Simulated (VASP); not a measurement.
# CoO (Fm-3m) in VASP: a series of runs, part 2 of 2

VASP 6.6.1. Earlier steps stand in the parts before.

**4. Relaxation of cell and atoms, PBE, collinear spin, ferromagnetic start**

This run uses another cell than the first one: it holds 2 atoms, not 4.

INCAR

```
ALGO     = Normal         # electronic algorithm
EDIFF    = 1E-7           # SCF threshold, eV
EDIFFG   = -0.005         # ionic threshold
ENCUT    = 600            # plane-wave cutoff, eV
GGA      = PE             # functional
IBRION   = 2              # ionic algorithm
ISIF     = 3              # what is computed and relaxed
ISMEAR   = 0              # smearing method
ISPIN    = 2              # spin polarisation
LASPH    = T              # aspherical terms in the spheres
LCHARG   = F              # write CHGCAR
LMAXMIX  = 4              # l up to which the mixer works
LORBIT   = 11             # projections on sites
LREAL    = F              # projectors in reciprocal space
LWAVE    = F              # write WAVECAR
MAGMOM   = 2.73 0.34      # initial moments
NELM     = 150            # most SCF steps
NSW      = 100            # ionic steps
PREC     = Accurate       # precision mode
SIGMA    = 0.1            # smearing width, eV
```

KPOINTS

```
k-points
0
Gamma
  16 16 16
```

POSCAR

```
CoO
1.0
    0.0000000000      2.1315000000      2.1315000000
    2.1315000000      0.0000000000      2.1315000000
    2.1315000000      2.1315000000      0.0000000000
Co O
1 1
Direct
    0.0000000000      0.0000000000      0.0000000000
    0.5000000000      0.5000000000      0.5000000000
```

Run with:

```bash
$ cat potpaw_PBE.64/Co/POTCAR potpaw_PBE.64/O/POTCAR > POTCAR
$ mpirun -np 1 vasp_std > vasp.out
```

Wall time 1.7 min (1 thread of Intel Xeon Platinum 8488C (Sapphire Rapids), shared host); peak memory 0.21 GiB.

Results (log left out):

| Item | Value |
| --- | --- |
| Free energy | -13.0591 eV |
| Relaxed volume | 9.53 Å³/atom |
| Relaxed cell | a = 2.998 Å, b = 2.998 Å, c = 2.998 Å, α = 60.00°, β = 60.00°, γ = 60.00° |
| Space group after relaxing (to 0.1 Å) | Fm-3m (No. 225) |
| Energy gained by relaxing | 1.2 meV/atom |
| Ionic steps | 3 |
| Pressure after relaxing | 0.0 GPa |
| Net moment | 2.87 μB per cell |
| Site moments | Co +2.53; O +0.29 μB |
| Valence electrons inside the program's atomic spheres | Co 7.82; O 4.98 |

Step by step:
```tsv
step	energy change (eV)	largest force (eV/Å)	pressure (GPa)	volume (Å³)
1	0.0000	0.0000	-2.51	19.37
2	-0.0021	0.0000	0.94	18.95
3	-0.0024	0.0000	0.00	19.06
```

Final structure:
```cif
data_structure
_symmetry_space_group_name_H-M 'P 1'
_symmetry_Int_Tables_number 1
_cell_length_a 2.9984
_cell_length_b 2.9984
_cell_length_c 2.9984
_cell_angle_alpha 60.000
_cell_angle_beta 60.000
_cell_angle_gamma 60.000
_cell_volume 19.06
loop_
_atom_site_label
_atom_site_type_symbol
_atom_site_fract_x
_atom_site_fract_y
_atom_site_fract_z
_atom_site_occupancy
Co1 Co 0.00000 0.00000 0.00000 1
O1 O 0.50000 0.50000 0.50000 1
```

Levels at points of the mesh, in eV from the Fermi level:
Spin up:
```
           k point  band 5  band 6  band 7  band 8  band 9  band 10  band 11  band 12  band 13
(0.00, 0.00, 0.00)   -3.17   -3.17   -3.07   -3.07   -3.07     1.08    16.91    18.25    18.25
(0.50, 0.00, 0.00)   -2.33   -2.33   -1.77    0.15    0.15     5.11     9.47    13.54    13.54
(0.50, 0.50, 0.00)   -3.95   -2.90   -2.38   -2.04   -2.04     5.97     9.91    11.75    15.91
```
Spin down:
| k point | band 2 | band 3 | band 4 | band 5 | band 6 | band 7 | band 8 | band 9 | band 10 | band 11 |
| --- | --- | --- | --- | --- | --- | --- | --- | --- | --- | --- |
| (0.00, 0.00, 0.00) | -2.63 | -2.63 | -2.63 | -1.13 | -1.13 | -1.13 | 0.05 | 0.05 | 1.61 | 16.82 |
| (0.50, 0.00, 0.00) | -7.69 | -4.72 | -4.72 | -0.13 | -0.13 | 0.18 | 2.73 | 2.73 | 5.39 | 10.25 |
| (0.50, 0.50, 0.00) | -6.49 | -3.89 | -3.89 | -2.27 | 0.12 | 0.12 | 0.53 | 1.01 | 6.81 | 10.36 |

Caveat: a cell with one magnetic atom can't hold antiferromagnetic order, which such compounds often take; semilocal functionals often make such compounds metallic where correlation or magnetic order opens a gap, which also shifts bond lengths. With open d or f shells a metallic result of PBE can be an artefact of self-interaction; +U or a hybrid may open a gap.

**5. Single point, PBE, collinear spin, ferromagnetic start**

INCAR

```
SYSTEM = CoO
PREC = Accurate ; ENCUT = 520
EDIFF = 1E-7 ; ISMEAR = 0
SIGMA = 0.1 ; LREAL = .False.
LASPH = .True. ; NELM = 150
ALGO = Normal ; ISIF = 2
LWAVE = .False. ; LCHARG = .False.
ISPIN = 2 ; MAGMOM = 2.74 2.74 0.35 0.35
LORBIT = 11 ; LMAXMIX = 4
GGA = PE ; NBANDS = 27
```

KPOINTS

```
regular mesh
0
Gamma
  12 12 8
  0 0 0
```

POSCAR

```
CoO
1.0
    3.0040110130      0.0000000000      0.0000000000
    0.0000000000      3.0040110130      0.0000000000
    0.0000000000      0.0000000000      4.2483131161
Co O
2 2
Direct
    0.0000000000      0.0000000000      0.0000000000
    0.5000000000      0.5000000000      0.5000000000
    0.0000000000      0.0000000000      0.5000000000
    0.5000000000      0.5000000000      0.0000000000
```

Run with:

```bash
$ cat potpaw_PBE.64/Co/POTCAR potpaw_PBE.64/O/POTCAR > POTCAR
$ mpirun -np 1 vasp_std > vasp.out
```

Run time: 5.5 min. Hardware: 1 thread of Oxide Virtual Turin-like, shared host; peak memory 0.28 GiB.

Results (log left out):

- Free energy: -26.1129 eV
- Pressure: -0.6 GPa
- Net moment: 5.80 μB per cell
- Site moments: Co +2.55; O +0.30 μB
- Valence electrons inside the program's atomic spheres: Co 7.81; O 4.98

Levels at points of the mesh, in eV from the Fermi level:
Spin up:
| k point | band 16 | band 17 | band 18 | band 19 | band 20 | band 21 |
| --- | --- | --- | --- | --- | --- | --- |
| (0.00, 0.00, 0.00) | -2.40 | -2.06 | -2.06 | 1.05 | 5.93 | 9.88 |
| (0.50, 0.00, 0.00) | -1.80 | 0.01 | 0.01 | 6.46 | 6.46 | 10.50 |
| (0.50, 0.50, 0.00) | -2.06 | -2.06 | -2.06 | 5.93 | 5.93 | 9.88 |
| (0.00, 0.00, 0.50) | -1.91 | -1.76 | -1.76 | 4.88 | 4.88 | 12.67 |
| (0.50, 0.00, 0.50) | 0.13 | 0.13 | 0.13 | 5.10 | 5.10 | 9.42 |
| (0.50, 0.50, 0.50) | -2.06 | -1.33 | -1.33 | 8.17 | 8.17 | 10.06 |
Spin down:
| k point | band 10 | band 11 | band 12 | band 13 | band 14 | band 15 |
| --- | --- | --- | --- | --- | --- | --- |
| (0.00, 0.00, 0.00) | -1.11 | -1.11 | -1.11 | 0.05 | 0.06 | 0.12 |
| (0.50, 0.00, 0.00) | -0.44 | -0.04 | -0.04 | 0.00 | 0.00 | 0.90 |
| (0.50, 0.50, 0.00) | -2.25 | 0.12 | 0.12 | 0.13 | 0.13 | 0.53 |
| (0.00, 0.00, 0.50) | -1.70 | -0.01 | -0.01 | -0.01 | -0.01 | 0.29 |
| (0.50, 0.00, 0.50) | -0.13 | -0.13 | -0.13 | 0.18 | 0.18 | 2.72 |
| (0.50, 0.50, 0.50) | -0.39 | -0.39 | -0.39 | 0.13 | 0.13 | 0.89 |

Caveat: semilocal functionals often make such compounds metallic where correlation or magnetic order opens a gap, which also shifts bond lengths. With open d or f shells a metallic result of PBE can be an artefact of self-interaction; +U or a hybrid may open a gap.

**6. The runs side by side**

| task | cell | k mesh | cutoff (eV) | smearing | gap on the mesh (eV) | pressure (GPa) | moment (μB) |
| --- | --- | --- | --- | --- | --- | --- | --- |
| single point | a = 3.004, b = 3.004, c = 4.248 Å, 4 atoms, atomic positions A | 12 × 12 × 8 | 520 | gaussian 0.1 eV | none | -0.6 | 5.80 |
| single point | a = 3.004 Å, angles 60.0°, 2 atoms, atomic positions B | 24 × 24 × 24 | 520 | gaussian 0.15 eV | none | -0.7 | 2.86 |
| relaxation of cell and atoms | relaxed from a = 3.014 Å, angles 60.0°, 2 atoms, atomic positions B | 16 × 16 × 16 | 600 | gaussian 0.1 eV | none | 0.0 | 2.87 |

Alike in all rows: level PBE; potentials or basis VASP PAW PBE potentials, release 64 (Co, O); spin collinear, ferromagnetic start.

Caveats: semilocal functionals often make such compounds metallic where correlation or magnetic order opens a gap, which also shifts bond lengths; a cell with one magnetic atom can't hold antiferromagnetic order, which such compounds often take (at least some runs).

Total energies depend on the potentials used, so only differences within one code and one set of settings carry meaning.
